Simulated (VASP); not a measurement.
Write the native input for VASP 6.6.1 that does the following.

```
Task                   : single point
Functional             : LDA
Potentials or basis    : VASP PAW LDA potentials, release 64 (O)
Cutoff                 : 520 eV
k mesh                 : 1 × 1 × 1
Occupations            : fermi-dirac, width 0.05 eV
Spin                   : collinear spin, ferromagnetic start
Starting moments       : [1.0, 1.0, 1.0, 1.0, 1.0, 1.0, 1.0, 1.0, 1.0, 1.0, 1.0, 1.0, 1.0, 1.0, 1.0, 1.0, 1.0, 1.0, 1.0, 1.0] μB
Dipole correction      : no
Further INCAR settings : LREAL = Auto; ALGO = Normal; EDIFF = 1e-07; NBANDS = 80
```

The structure of O lies in POSCAR:

```
O
1.0
    7.2176520000      0.0000000000      0.0000000000
    0.0000000000      7.2176520000      0.0000000000
    0.0000000000      0.0000000000      7.2176520000
O
20
Direct
    0.5175034028      0.5917241721      0.4711321092
    0.5576465806      0.4499865081      0.3938965427
    0.6831852240      0.6985236328      0.8908849756
    0.7623612453      0.5759675787      0.8111699236
    0.3203996394      0.4388612163      1.0139854291
    0.3893258314      0.4074324984      0.8658106333
    0.3723254810      0.9777708480      0.5354823992
    0.3478950099      1.0100641057      0.3741078128
    0.7416493619      0.0930317637      0.2885733072
    0.7190209392     -0.0621578663      0.2330486020
    0.9919337163      0.8539149197      0.5585971041
    1.0026243075      0.8917375794      0.7201809155
    0.7321260643      0.1673158987      0.8777060185
    0.7055183457      0.1675259478      0.7135194200
    0.1668949776      0.3542892005      0.4989995219
    0.0698242621      0.4310274391      0.6100957170
    0.3261316892      0.8461034010     -0.0148287839
    0.3605640413      1.0068908710     -0.0405376331
   -0.0890913363      0.5678212146      0.2315441387
    0.0384603169      0.6704623708      0.2021653466
```

These files were run (other wordings do the same):

INCAR

```
SYSTEM = O
ALGO = Normal
EDIFF = 1E-7
ENCUT = 520
GGA = CA
ISIF = 2
ISMEAR = -1
ISPIN = 2
LASPH = .TRUE.
LCHARG = .TRUE.
LELF = .TRUE.
LORBIT = 11
LREAL = Auto
LVHAR = .TRUE.
LWAVE = .FALSE.
MAGMOM = 1 1 1 1 1 1 1 1 1 1 1 1 1 1 1 1 1 1 1 1
NBANDS = 80
NELM = 150
PREC = Accurate
SIGMA = 0.05
```

KPOINTS

```
k-points
0
G
  1 1 1
  0 0 0
```

Potentials or basis: VASP PAW LDA potentials, release 64 (O).

Command:

```sh
$ cat potpaw_LDA.64/O/POTCAR > POTCAR
$ mpirun -np 1 vasp_gam > vasp.out
```

Results of the run:

The pressure is 2.3 GPa and the largest force is 1.779 eV/Å. The net moment is 20.00 μB per cell, the site moments are O +0.80, +0.81 (each value once) μB and the valence electrons inside the program's atomic spheres are O 4.92.

Caveat: the k points lie up to 0.87 Å⁻¹ apart; the standard files for N, O and F lose accuracy on very short bonds.

Wall time 59 s on 1 thread of Intel(R) Xeon(R) Platinum 8488C (Sapphire Rapids), with other jobs on the host, peak memory 0.31 GiB.
